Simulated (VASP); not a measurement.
# P (Fd-3m) in VASP: a series of runs

The runs below take P through single point, with BLYP.

Program: VASP 6.6.1. These are calculated values, not measurements. Logs are shortened: lines on timing, memory, paths and dates and some standing lists are left out, and cuts for length are marked.

### Step 1. The cell of the first run

It takes space group Fd-3m (No. 227, cubic). The conventional cell has a = 5.935 Å, b = 5.935 Å, c = 5.935 Å, α = 90.00°, β = 90.00°, γ = 90.00°. Within 3.4 Å of P (site symmetry -43m) lie 4 P at 2.57 Å.

### Step 2. Single point, BLYP (volume scaled by 1.12)

Input file INCAR:

```
AGGAC = 1.0
AGGAX = 1.0
ALDAC = 0.0
ALDAX = 1.0
ALGO = Normal
EDIFF = 1E-6
ENCUT = 520
GGA = B5
ISIF = 2
ISMEAR = -1
LASPH = T
LCHARG = F
LREAL = F
LWAVE = F
NBANDS = 12
NELM = 60
PREC = Accurate
SIGMA = 0.1
```

Input file KPOINTS:

```
k-points
0
Gamma
  11 11 11
```

Input file POSCAR:

```
P
1.0
    0.0000000000      2.9673831456      2.9673831456
    2.9673831456      0.0000000000      2.9673831456
    2.9673831456      2.9673831456      0.0000000000
P
2
Direct
    0.1250000000      0.1250000000      0.1250000000
    0.8750000000      0.8750000000      0.8750000000
```

Potentials or basis: VASP PAW PBE potentials, release 64 (P).

The run is started by

```
cat potpaw_PBE.64/P/POTCAR > POTCAR
mpirun -np 1 vasp_std > vasp.out
```

OUTCAR:

```text
EDIFF = 1E-6
   ENCUT = 520
   GGA = B5
   ISIF = 2
   ISMEAR = -1
   LASPH = T
   LREAL = F
   NELM = 60
   PREC = Accurate

 ion  position               nearest neighbor table
   1  0.125  0.125  0.125-   2 2.57   2 2.57   2 2.57   2 2.57
   2  0.875  0.875  0.875-   1 2.57   1 2.57   1 2.57   1 2.57

  LATTYP: Found a face centered cubic cell.
 ALAT       =     5.9347662912

  Lattice vectors:

 A1 = (   0.0000000000,   2.9673831456,   2.9673831456)
 A2 = (   2.9673831456,   0.0000000000,   2.9673831456)
 A3 = (   2.9673831456,   2.9673831456,   0.0000000000)

Analysis of symmetry for initial positions (statically):
=====================================================================
 Subroutine PRICEL returns:
 Original cell was already a primitive cell.

 Routine SETGRP: Setting up the symmetry group for a
 face centered cubic supercell.

 Subroutine GETGRP returns: Found 48 space group operations
 (whereof 12 operations were pure point group operations)
 out of a pool of 48 trial point group operations.

The static configuration has the point symmetry D_3d.
 The point group associated with its full space group is O_h .

Analysis of symmetry for dynamics (positions and initial velocities):
=====================================================================
 Subroutine PRICEL returns:
 Original cell was already a primitive cell.

 Routine SETGRP: Setting up the symmetry group for a
 face centered cubic supercell.

 Subroutine GETGRP returns: Found 48 space group operations
 (whereof 12 operations were pure point group operations)
 out of a pool of 48 trial point group operations.

The dynamic configuration has the point symmetry D_3d.
 The point group associated with its full space group is O_h .

 Subroutine INISYM returns: Found 48 space group operations
 (whereof 12 operations are pure point group operations),
 and found     1 'primitive' translations

----------------------------------------------------------------------------------------

                                     Primitive cell

  volume of cell :      52.2578

  direct lattice vectors                    reciprocal lattice vectors
     0.000000000  2.967383146  2.967383146    -0.168498632  0.168498632  0.168498632
     2.967383146  0.000000000  2.967383146     0.168498632 -0.168498632  0.168498632
     2.967383146  2.967383146  0.000000000     0.168498632  0.168498632 -0.168498632

  length of vectors
     4.196513489  4.196513489  4.196513489     0.291848191  0.291848191  0.291848191

  position of ions in fractional coordinates (direct lattice)
     0.125000000  0.125000000  0.125000000
     0.875000000  0.875000000  0.875000000

  ion indices of the primitive-cell ions
   primitive index   ion index
                 1           1
                 2           2

----------------------------------------------------------------------------------------

 KPOINTS: k-points

Automatic generation of k-mesh.
 Grid dimensions read from file:
 generate k-points for:   11   11   11

 Generating k-lattice:

  Cartesian coordinates                     Fractional coordinates (reciprocal lattice)
    -0.015318057  0.015318057  0.015318057     0.090909091  0.000000000  0.000000000
     0.015318057 -0.015318057  0.015318057     0.000000000  0.090909091  0.000000000
     0.015318057  0.015318057 -0.015318057     0.000000000  0.000000000  0.090909091

  Length of vectors
     0.026531654  0.026531654  0.026531654

  Shift w.r.t. Gamma in fractional coordinates (k-lattice)
     0.000000000  0.000000000  0.000000000

 Subroutine IBZKPT returns following result:
 ===========================================

 Found     56 irreducible k-points:

 Following reciprocal coordinates:
            Coordinates               Weight
  0.000000  0.000000  0.000000      1.000000
  0.090909  0.000000  0.000000      8.000000
  0.181818  0.000000  0.000000      8.000000
  0.272727  0.000000  0.000000      8.000000
  0.363636  0.000000  0.000000      8.000000
  0.454545  0.000000  0.000000      8.000000
[... 16 lines left out ...]
 -0.272727  0.181818  0.000000     24.000000
 -0.181818  0.181818  0.000000     12.000000
 [... further k-points ...]
   k-points           NKPTS =     56   k-points in BZ     NKDIM =     56   number of bands    NBANDS=     12
   number of dos      NEDOS =    301   number of ions     NIONS =      2
   total plane-waves  NPLWV =  32768
   dimension x,y,z NGX =    32 NGY =   32 NGZ =   32
   dimension x,y,z NGXF=    64 NGYF=   64 NGZF=   64
   ions per type =               2
   NGX,Y,Z   is equivalent  to a cutoff of  12.68, 12.68, 12.68 a.u.
   NGXF,Y,Z  is equivalent  to a cutoff of  25.35, 25.35, 25.35 a.u.
 SYSTEM =  unknown system
   PREC   = accura    normal or accurate (medium, high low for compatibility)
   ISTART =      0    job   : 0-new  1-cont  2-samecut
   ICHARG =      2    charge: 1-file 2-atom 10-const
   ISPIN  =      1    spin polarized calculation?
   LNONCOLLINEAR =      F non collinear calculations
   LSORBIT =      F    spin-orbit coupling
   LASPH  =      T    aspherical Exc in radial PAW
   ENCUT  =  520.0 eV  38.22 Ry    6.18 a.u.   7.80  7.80  7.80*2*pi/ulx,y,z
   NELM   =     60;   NELMIN=  2; NELMDL= -5     # of ELM steps
   EDIFF  = 0.1E-05   stopping-criterion for ELM
   LREAL  =      F    real-space projection
   EDIFFG = 0.1E-04   stopping-criterion for IOM
   NSW    =      0    number of steps for IOM
   IBRION =     -1    ionic relax: 0-MD 1-quasi-New 2-CG
   NFREE  =      0    steps in history (QN), initial steepest desc. (CG)
   ISIF   =      2    stress and relaxation
   ISYM   =      2    0-nonsym 1-usesym 2-fastsym
   POTIM  = 0.5000    time-step for ionic-motion
   TEBEG  =    0.0;   TEEND  =   0.0 temperature during run
   PSTRESS=    0.0 pullay stress
   NELECT =      10.0000    total number of electrons
   NUPDOWN=      -1.0000    fix difference up-down
   EMIN   =  10.00;   EMAX   =-10.00  energy-range for DOS
   EFERMI =   0.00;   METHOD = LEGACY
   ISMEAR =    -1;   SIGMA  =   0.10  broadening in eV -4-tet -1-fermi 0-gaus
   EFERMI_NEDOS =   21; number of points for ismear=-14 and -15
   IALGO  =     38    algorithm
   IMIX   =      4    mixing-type and parameters
     AMIX     =   0.40;   BMIX     =  1.00
     AMIX_MAG =   1.60;   BMIX_MAG =  1.00
  volume/ion in A,a.u.               =      26.13       176.33
  Fermi-wavevector in a.u.,A,eV,Ry     =   0.943390  1.782748 12.108973  0.889984
  Thomas-Fermi vector in A             =   2.071093
   LORBIT       =      0    0 simple, 1 ext, 2 COOP (PROOUT), +10 PAW based schemes
   GGA     = B5    functional components
   LHFCALC =     F    Hartree Fock is set to
   AEXX    =    0.0000 exact exchange contribution
   IVDW    =     0    specifies the selected vdW correction
   LEPSILON=     F    determine dielectric tensor
   LRPA    =     F    only Hartree local field effects (RPA)
 non-spin polarized calculation
  energy-cutoff  :      520.00
  volume of cell :       52.26
 maximum number of plane-waves:      1419
   NGX = 15   NGY = 15   NGZ = 15

 number of electron      10.0000001 magnetization

 Free energy of the ion-electron system (eV)
  ---------------------------------------------------
  ext. energy  EPLUGINS =         0.00000000
  ---------------------------------------------------
  free energy    TOTEN  =        -8.24347908 eV

  energy without entropy =       -8.20710089  energy(sigma->0) =       -8.22528999

 E-fermi :   3.8810     XC(G=0):  -7.9296

 val. band max:        3.8567515857   @ k =   0.2727   0.1818   0.0000
 cond. band min:       3.8898506139   @ k =   0.3636   0.2727   0.0909
 fundamental gap:      0.0330990282
 Fermi energy:         3.8810209812

 k-point     1 :       0.0000    0.0000    0.0000
  band No.  band energies     occupation
      1      -9.2108      2.00000
      2      -1.2218      2.00000
      3       1.5798      2.00000
      4       1.5798      2.00000
      5       1.5798      2.00000
      6       4.3257      0.02316
      7       4.3257      0.02316
      8       4.3257      0.02316
      9       9.7888      0.00000
     10      11.2202      0.00000
     11      11.2202      0.00000
     12      13.9219      0.00000

 k-point     2 :       0.0909    0.0000    0.0000
  band No.  band energies     occupation
      1      -9.1379      2.00000
      2      -1.6301      2.00000
      3       1.4846      2.00000
      4       1.4846      2.00000
      5       1.7308      2.00000
      6       4.4702      0.00551
      7       4.4702      0.00551
      8       4.5017      0.00402
      9      10.0840      0.00000
     10      11.0143      0.00000
     11      11.0143      0.00000
     12      13.7078      0.00000

 k-point     3 :       0.1818    0.0000    0.0000
  band No.  band energies     occupation
      1      -8.9248      2.00000
      2      -2.5113      2.00000
      3       1.2676      2.00000
      4       1.2676      2.00000
      5       1.8370      2.00000
      6       4.8057      0.00019
      7       4.8057      0.00019
      8       5.1204      0.00001
      9      10.7444      0.00000
     10      10.7444      0.00000
     11      10.7544      0.00000
     12      13.4330      0.00000
[... 286 lines left out ...]
 k-point    23 :      -0.2727    0.1818    0.0000
  band No.  band energies     occupation
      1      -8.0883      2.00000
      2      -4.4192      2.00000
      3      -0.3185      2.00000
      4       0.8457      2.00000
      5       2.8663      1.99992
      6       5.5805      0.00000
      7       5.5842      0.00000
      8       6.6167      0.00000
      9      10.2360      0.00000
     10      11.1737      0.00000
     11      12.0634      0.00000
     12      14.3217      0.00000

 k-point    24 :      -0.1818    0.1818    0.0000
  band No.  band energies     occupation
      1      -8.4718      2.00000
      2      -3.6787      2.00000
      3       0.0622      2.00000
      4       1.0965      2.00000
      5       2.6903      1.99999
      6       5.1581      0.00001
      7       5.1917      0.00000
      8       6.1720      0.00000
      9      10.0543      0.00000
     10      11.4064      0.00000
     11      11.5554      0.00000
     12      14.4478      0.00000

 [... further k-points ...]

------------------------ aborting loop because EDIFF is reached ----------------------------------------

  FORCE on cell =-STRESS in cart. coord.  units (eV):
  Direction    XX          YY          ZZ          XY          YZ          ZX
  --------------------------------------------------------------------------------------
  -------------------------------------------------------------------------------------
  Total       -1.2756078     -1.2756078     -1.2756078      0.0000000     -0.0000000      0.0000000
  in kB      -39.1090145    -39.1090145    -39.1090145      0.0000000     -0.0000000      0.0000000
  external PRESSURE =     -39.1090145 kB  Pullay stress =       0.0000000 kB

 VOLUME and BASIS-vectors are now :
 -----------------------------------------------------------------------------
  energy-cutoff  :      520.00
  volume of cell :       52.26
      direct lattice vectors                 reciprocal lattice vectors
     0.000000000  2.967383146  2.967383146    -0.168498632  0.168498632  0.168498632
     2.967383146  0.000000000  2.967383146     0.168498632 -0.168498632  0.168498632
     2.967383146  2.967383146  0.000000000     0.168498632  0.168498632 -0.168498632

 POSITION                                       TOTAL-FORCE (eV/Angst)
 -----------------------------------------------------------------------------------
      0.74185      0.74185      0.74185        -0.000000      0.000000      0.000000
      5.19292      5.19292      5.19292         0.000000     -0.000000     -0.000000
 -----------------------------------------------------------------------------------
    total drift:                                0.000000      0.000000      0.000000

  FREE ENERGIE OF THE ION-ELECTRON SYSTEM (eV)
  ---------------------------------------------------
  free  energy   TOTEN  =        -8.2434790823 eV

  energy  without entropy=       -8.2071008877  energy(sigma->0) =       -8.22528999
```

It took 27 s on 1 thread of Intel Xeon Platinum 8488C (Sapphire Rapids), shared host; peak memory 0.17 GiB.

Results:

```yaml
Free_energy: -8.2435 eV
Pressure: -3.9 GPa
Band_gap_on_the_k_mesh: zero (band 5 reaches 4.41 eV, above the bottom of band 6 at 3.43 eV)
```

Caveat: the cell differs from its parent crystal (volume scaled by 1.12); the PAW data sets were made with another functional, which shifts forces and pressure a little.

### Step 3. Single point, BLYP

This run uses another cell than the first one, of 23.33 Å³/atom, 0.893 times its volume.

Input file INCAR:

```
SYSTEM = P
  PREC = Accurate
  ENCUT = 520
  EDIFF = 1E-6
  ISMEAR = -1
  SIGMA = 0.1
  LREAL = .False.
  LASPH = .True.
  NELM = 60
  ALGO = Normal
  ISIF = 2
  LWAVE = .False.
  LCHARG = .True.
  GGA = B5
  ALDAX = 1.0
  AGGAX = 1.0
  AGGAC = 1.0
  ALDAC = 0.0
  LELF = .True.
  LVHAR = .True.
  NBANDS = 12
```

Input file KPOINTS:

```
Automatic mesh
0
Gamma
  16 16 16
  0 0 0
```

Input file POSCAR:

```
P
1.0
    0.0000000000      2.8573774832      2.8573774832
    2.8573774832      0.0000000000      2.8573774832
    2.8573774832      2.8573774832      0.0000000000
P
2
Direct
    0.1250000000      0.1250000000      0.1250000000
    0.8750000000      0.8750000000      0.8750000000
```

Potentials or basis: VASP PAW PBE potentials, release 64 (P).

The run is started by

```
cat potpaw_PBE.64/P/POTCAR > POTCAR
mpirun -np 1 vasp_std > vasp.out
```

OUTCAR:

```text
SYSTEM = P
   PREC = Accurate
   ENCUT = 520
   EDIFF = 1E-6
   ISMEAR = -1
   LREAL = .False.
   LASPH = .True.
   NELM = 60
   ISIF = 2
   GGA = B5

 ion  position               nearest neighbor table
   1  0.125  0.125  0.125-   2 2.47   2 2.47   2 2.47   2 2.47
   2  0.875  0.875  0.875-   1 2.47   1 2.47   1 2.47   1 2.47

  LATTYP: Found a face centered cubic cell.
 ALAT       =     5.7147549664

  Lattice vectors:

 A1 = (   0.0000000000,   2.8573774832,   2.8573774832)
 A2 = (   2.8573774832,   0.0000000000,   2.8573774832)
 A3 = (   2.8573774832,   2.8573774832,   0.0000000000)

Analysis of symmetry for initial positions (statically):
=====================================================================
 Subroutine PRICEL returns:
 Original cell was already a primitive cell.

 Routine SETGRP: Setting up the symmetry group for a
 face centered cubic supercell.

 Subroutine GETGRP returns: Found 48 space group operations
 (whereof 12 operations were pure point group operations)
 out of a pool of 48 trial point group operations.

The static configuration has the point symmetry D_3d.
 The point group associated with its full space group is O_h .

Analysis of symmetry for dynamics (positions and initial velocities):
=====================================================================
 Subroutine PRICEL returns:
 Original cell was already a primitive cell.

 Routine SETGRP: Setting up the symmetry group for a
 face centered cubic supercell.

 Subroutine GETGRP returns: Found 48 space group operations
 (whereof 12 operations were pure point group operations)
 out of a pool of 48 trial point group operations.

The dynamic configuration has the point symmetry D_3d.
 The point group associated with its full space group is O_h .

 Subroutine INISYM returns: Found 48 space group operations
 (whereof 12 operations are pure point group operations),
 and found     1 'primitive' translations

----------------------------------------------------------------------------------------

                                     Primitive cell

  volume of cell :      46.6587
[... 119 lines left out ...]
   LRPA    =     F    only Hartree local field effects (RPA)
 non-spin polarized calculation
  energy-cutoff  :      520.00
  volume of cell :       46.66
 maximum number of plane-waves:      1283
   NGX = 15   NGY = 15   NGZ = 15

 number of electron      10.0000000 magnetization

 Free energy of the ion-electron system (eV)
  ---------------------------------------------------
  ext. energy  EPLUGINS =         0.00000000
  ---------------------------------------------------
  free energy    TOTEN  =        -8.30750161 eV

  energy without entropy =       -8.26464976  energy(sigma->0) =       -8.28607568

 E-fermi :   5.0488     XC(G=0):  -8.3691

 val. band max:        5.0439521759   @ k =   0.5000   0.3750   0.0000
 cond. band min:       5.0530029878   @ k =   0.3125   0.1875   0.0000
 fundamental gap:      0.0090508119
 Fermi energy:         5.0487506074

 k-point     1 :       0.0000    0.0000    0.0000
  band No.  band energies     occupation
      1      -8.9222      2.00000
      2       0.5740      2.00000
      3       2.3738      2.00000
      4       2.3738      2.00000
      5       2.3738      2.00000
      6       5.3168      0.12822
      7       5.3168      0.12822
      8       5.3168      0.12822
      9      11.0880      0.00000
     10      12.1899      0.00000
     11      12.1899      0.00000
     12      15.2093      0.00000
[... 331 lines left out ...]
 k-point    24 :      -0.0625    0.0625    0.0000
  band No.  band energies     occupation
      1      -8.8186      2.00000
      2      -0.2217      2.00000
      3       2.0762      2.00000
      4       2.3114      2.00000
      5       2.8928      2.00000
      6       5.4297      0.04336
      7       5.4459      0.03701
      8       5.7419      0.00195
      9      11.4962      0.00000
     10      11.7447      0.00000
     11      12.0960      0.00000
     12      15.1502      0.00000

 [... further k-points ...]

------------------------ aborting loop because EDIFF is reached ----------------------------------------

  FORCE on cell =-STRESS in cart. coord.  units (eV):
  Direction    XX          YY          ZZ          XY          YZ          ZX
  --------------------------------------------------------------------------------------
  -------------------------------------------------------------------------------------
  Total        0.0368065      0.0368065      0.0368065     -0.0000000     -0.0000000      0.0000000
  in kB        1.2638689      1.2638689      1.2638689     -0.0000000     -0.0000000      0.0000000
  external PRESSURE =       1.2638689 kB  Pullay stress =       0.0000000 kB

 VOLUME and BASIS-vectors are now :
 -----------------------------------------------------------------------------
  energy-cutoff  :      520.00
  volume of cell :       46.66
      direct lattice vectors                 reciprocal lattice vectors
     0.000000000  2.857377483  2.857377483    -0.174985630  0.174985630  0.174985630
     2.857377483  0.000000000  2.857377483     0.174985630 -0.174985630  0.174985630
     2.857377483  2.857377483  0.000000000     0.174985630  0.174985630 -0.174985630

 POSITION                                       TOTAL-FORCE (eV/Angst)
 -----------------------------------------------------------------------------------
      0.71434      0.71434      0.71434        -0.000000     -0.000000     -0.000000
      5.00041      5.00041      5.00041         0.000000      0.000000      0.000000
 -----------------------------------------------------------------------------------
    total drift:                               -0.000000      0.000000      0.000000

  FREE ENERGIE OF THE ION-ELECTRON SYSTEM (eV)
  ---------------------------------------------------
  free  energy   TOTEN  =        -8.3075016058 eV

  energy  without entropy=       -8.2646497568  energy(sigma->0) =       -8.28607568
```

OSZICAR:

```text
N       E                     dE             d eps       ncg     rms          rms(c)
DAV:   1     0.232787850255E+02    0.23279E+02   -0.40999E+03  3480   0.686E+02
DAV:   2    -0.694907244570E+01   -0.30228E+02   -0.28835E+02  4720   0.104E+02
DAV:   3    -0.834512940775E+01   -0.13961E+01   -0.13786E+01  4548   0.219E+01
DAV:   4    -0.836011244718E+01   -0.14983E-01   -0.14974E-01  4280   0.271E+00
DAV:   5    -0.836033734985E+01   -0.22490E-03   -0.22489E-03  4592   0.321E-01    0.566E+00
DAV:   6    -0.832253985371E+01    0.37797E-01   -0.29023E-02  4176   0.793E-01    0.339E+00
DAV:   7    -0.830773994947E+01    0.14800E-01   -0.50294E-02  4220   0.105E+00    0.178E-01
DAV:   8    -0.830749704952E+01    0.24290E-03   -0.27428E-03  4180   0.274E-01    0.227E-02
DAV:   9    -0.830749551955E+01    0.15300E-05   -0.40448E-05  4500   0.437E-02    0.187E-02
DAV:  10    -0.830750156193E+01   -0.60424E-05   -0.15796E-05  3972   0.247E-02    0.538E-03
DAV:  11    -0.830750160579E+01   -0.43859E-07   -0.16145E-06  3920   0.759E-03
   1 F= -.83075016E+01 E0= -.82860757E+01  d E =-.428518E-01
```

Run time: 60 s. Hardware: 1 thread of Intel Xeon Platinum 8488C (Sapphire Rapids), shared host; peak memory 0.2 GiB.

What came out:

- Free energy: -8.3075 eV
- Pressure: 0.1 GPa
- Band gap on the k mesh: zero (band 5 reaches 6.24 eV, above the bottom of band 6 at 4.26 eV)

Caveat: the PAW data sets were made with another functional, which shifts forces and pressure a little.
